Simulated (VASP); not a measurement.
Runs of VASP 6.6.1 on BiTe3. The structure is that of space group Pm-3m (No. 221), or close to it. The cells are those of the table. 

```csv
task,cell,k mesh,cutoff (eV),gap on the mesh (eV),pressure (GPa),relaxed volume (Å³/atom)
relaxation of cell and atoms,"relaxed from a = 4.910 Å, 4 atoms",10 × 10 × 10,600,none,0.0,29.34
single point,"a = 4.898 Å, 4 atoms",10 × 10 × 10,520,none,(a),-
relaxation of cell and atoms,"relaxed from a = 5.097 Å, 4 atoms",4 × 4 × 4,600,none,0.0,(b)
single point,"a = 4.910 Å, 4 atoms",4 × 4 × 4,520,none,-0.2,-
single point,"a = 5.097 Å, 4 atoms",4 × 4 × 4,520,none,-4.5,-
```

Alike in all rows: level PBE; potentials or basis VASP PAW PBE potentials, release 64 (Bi_d, Te); no spin polarisation; smearing gaussian 0.1 eV.

Task: Fill in the values left out.

Result: (a) -0.1; (b) 29.49.

Caveats: spin-orbit coupling is left out, which moves the levels of the heavy elements.

A k mesh can miss the band edges, and the runs leave out spin-orbit coupling on Bi, Te.

A gap of «none» marks levels without a gap at the run's occupations.
